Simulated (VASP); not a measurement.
A run of VASP 6.6.1 is set up as follows.

The input INCAR:

```
SYSTEM = LiF
PREC = Accurate
ENCUT = 520
EDIFF = 1E-6
ISMEAR = 0
SIGMA = 0.01
LREAL = .FALSE.
LASPH = .TRUE.
NELM = 100
ALGO = Normal
ISIF = 2
LWAVE = .FALSE.
LCHARG = .FALSE.
GGA = PS
NBANDS = 18
```

File KPOINTS:

```
Automatic mesh
0
G
  6 6 4
  0 0 0
```

POSCAR

```
LiF
1.0
    3.0609400000      0.0000000000      0.0000000000
   -1.5304700000      2.6508520000      0.0000000000
    0.0000000000      0.0000000000      4.8073250000
Li F
2 2
Direct
    0.3371057054      0.6742114108      0.3811540000
    0.6666666667      0.3333333333      0.8811540000
    0.3333333333      0.6666666667      0.9938440000
    0.6666666667      0.3333333333      0.4938440000
```

Potentials or basis: VASP PAW PBE potentials, release 64 (Li_sv, F).

The run is started by

```console
$ cat potpaw_PBE.64/Li_sv/POTCAR potpaw_PBE.64/F/POTCAR > POTCAR
$ mpirun -np 1 vasp_std > vasp.out
```

(1) What does it give for the band gap on the k mesh?

(2) What does it give for the largest force?

Answers

(1) 7.74 eV.

(2) 0.091 eV/Å.

Caveat: the PAW data sets were made with another functional, which shifts forces and pressure a little.
